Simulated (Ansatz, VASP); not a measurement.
## LiAlF4: VASP beside Ansatz

INCAR

```
PREC = Accurate
ENCUT = 600
EDIFF = 1E-6
ISMEAR = 0
SIGMA = 0.01
LREAL = False
LASPH = True
NELM = 60
ALGO = Normal
ISIF = 3
LWAVE = False
LCHARG = False
GGA = PE
IBRION = 2
NSW = 80
EDIFFG = -0.001
```

File KPOINTS:

```
Automatic mesh
0
Gamma
  6 6 4
```

POSCAR

```
LiAlF4
1.0
    3.6003799782      0.0000000000      0.0000000000
    0.0000000000      3.6003799782      0.0000000000
    0.0000000000      0.0000000000      6.1366408874
Li Al F
1 1 4
Direct
    0.5000000000      0.5000000000      0.5000000000
    0.0000000000      0.0000000000      0.0000000000
    0.5000000000      0.0000000000      0.0000000000
    0.0000000000      0.5000000000      0.0000000000
    0.0000000000      0.0000000000      0.2941183511
    0.0000000000      0.0000000000      0.7058816489
```

Input for Ansatz:

```yaml
crystal:
  lattice:
    - [3.6003799782, 0.0, 0.0]
    - [0.0, 3.6003799782, 0.0]
    - [0.0, 0.0, 6.1366408874]
  atoms:
    - { symbol: Li, position: [0.5, 0.5, 0.5] }
    - { symbol: Al, position: [0.0, 0.0, 0.0] }
    - { symbol: F, position: [0.5, 0.0, 0.0] }
    - { symbol: F, position: [0.0, 0.5, 0.0] }
    - { symbol: F, position: [0.0, 0.0, 0.2941183511] }
    - { symbol: F, position: [0.0, 0.0, 0.7058816489] }
basis:
  ecutwfc: 420
kpoints:
  mp_grid: { grid: [6, 6, 4] }
hamiltonian:
  xc: pbe
scf:
  occupations: { method: fixed }
output:
  forces: true
  stress: true
  eigenvalues: true
relax:
  adjacent_minimum: "off"
  f_tol: 0.001
  max_steps: 60
  cell: { stress_tol: 0.01 }
```

Alike in both runs: task relaxation of cell and atoms; functional PBE; k mesh 6 × 6 × 4; no spin polarisation.

|  | VASP | Ansatz |
| --- | --- | --- |
| version | VASP 6.6.1 | Ansatz 0.2.0 |
| potentials or method | VASP PAW PBE potentials, release 64 (Li_sv, Al, F), cutoff 600 eV | scalar-relativistic, plane waves, PAW |
| occupations | gaussian, width 0.01 eV | fixed |
| valence electrons in the cell | 34 | 34 |

|  | VASP | Ansatz | Ansatz less VASP |
| --- | --- | --- | --- |
| gap on the k mesh at the Fermi level, each at its own relaxed structure (eV) | 5.74 | 5.71 | -0.028 |
| relaxed volume (Å³/atom) | 13.18 | 13.26 | +0.080 |
| relaxed cell length with the largest relative difference (Å) | 3.592 | 3.600 | +0.0080 |

Noted on VASP's run: the cutoff is short for stress, so the pressure is rough.
